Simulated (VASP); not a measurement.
HF:

```
H F
1.0
     2.23391    0.00000    0.00000
     0.00000    2.89688    0.00000
     0.00000    0.00000    4.94343
H F
2 2
Direct
  0.00000 0.50000 0.44900
  0.50000 0.00000 0.55100
  0.00000 0.00000 0.22300
  0.50000 0.50000 0.77700
```

| Quantity | Value |
| --- | --- |
| Program | VASP 6.6.1 |
| Task | relaxation of cell and atoms |
| Functional | PBEsol |
| Potentials or basis | VASP PAW PBE potentials, release 64 (H, F) |
| Cutoff | 600 eV |
| k mesh | 9 × 7 × 4 |
| Occupations | gaussian, width 0.0177 eV |
| Spin | no spin polarisation |

At the start: pressure -18.4 GPa; volume 8.00 Å³/atom.

**Question.** How do energy, volume and symmetry change on relaxing?

**Answer.** Over 30 steps the energy falls by 1613.2 meV/atom and the volume is 8.17 Å³/atom (+2.1 %); space group Pmmn (No. 59, to 0.1 Å) before and after.

Step by step:
| step | energy change (eV) | largest force (eV/Å) | pressure (GPa) | volume (Å³) |
| --- | --- | --- | --- | --- |
| 1 | 0.0000 | 3.9148 | -18.41 | 31.99 |
| 2 | -3.1255 | 2.9979 | -17.49 | 27.66 |
| 3 | -4.4399 | 0.8511 | 9.12 | 23.36 |
| 4 | -5.0571 | 1.3112 | 7.52 | 24.00 |
| 5 | -4.3754 | 1.4430 | 39.63 | 24.83 |
| 6 | -5.4674 | 1.2448 | 10.41 | 24.41 |
| 7 | -5.5104 | 0.7540 | 18.57 | 24.70 |
| 8 | -5.5617 | 0.9999 | 14.62 | 24.60 |
| 9 | -5.7984 | 0.9029 | -7.76 | 28.24 |
| 10 | -5.8014 | 0.9142 | -5.52 | 27.80 |
| 11 | -6.0481 | 0.4878 | -3.14 | 28.29 |
| 12 | -6.2746 | 0.3585 | -1.28 | 29.02 |
| 13 | -6.1329 | 1.2629 | -7.48 | 30.16 |
| 14 | -6.3308 | 0.3831 | -1.78 | 29.34 |
| 15 | -6.3426 | 0.4579 | -2.84 | 29.57 |
| 16 | -6.3040 | 0.1131 | 12.04 | 28.41 |
| 17 | -6.3791 | 0.3127 | 2.67 | 29.10 |
| 18 | -6.4258 | 0.1407 | 1.09 | 29.73 |
| 19 | -6.4391 | 0.0178 | -0.28 | 30.32 |
| 20 | -6.4345 | 0.0609 | 4.09 | 30.64 |
| 21 | -6.4443 | 0.0263 | 1.43 | 30.46 |
| 22 | -6.4488 | 0.0417 | 0.38 | 31.24 |
| 23 | -6.4495 | 0.0489 | -0.16 | 31.63 |
| 24 | -6.4502 | 0.0404 | 0.65 | 31.86 |
| 25 | -6.4503 | 0.0421 | 0.50 | 31.81 |
| 26 | -6.4509 | 0.0371 | 0.35 | 31.96 |
| 27 | -6.4516 | 0.0310 | 0.21 | 32.17 |
| 28 | -6.4523 | 0.0196 | 0.00 | 32.58 |
| 29 | -6.4523 | 0.0154 | -0.10 | 32.71 |
| 30 | -6.4526 | 0.0151 | -0.32 | 32.66 |

Final structure:
```cif
data_structure
_symmetry_space_group_name_H-M 'P 1'
_symmetry_Int_Tables_number 1
_cell_length_a 2.7655
_cell_length_b 2.2599
_cell_length_c 5.2260
_cell_angle_alpha 90.000
_cell_angle_beta 90.000
_cell_angle_gamma 90.000
_cell_volume 32.66
loop_
_atom_site_label
_atom_site_type_symbol
_atom_site_fract_x
_atom_site_fract_y
_atom_site_fract_z
_atom_site_occupancy
H1 H 0.00000 0.50000 0.24506 1
H2 H 0.50000 0.00000 0.75494 1
F1 F 0.00000 0.00000 0.24572 1
F2 F 0.50000 0.50000 0.75428 1
```

Caveat: a cell axis changed by over 15 % at a fixed basis, so the end point is rough; the PAW data sets were made with another functional, which shifts forces and pressure a little.
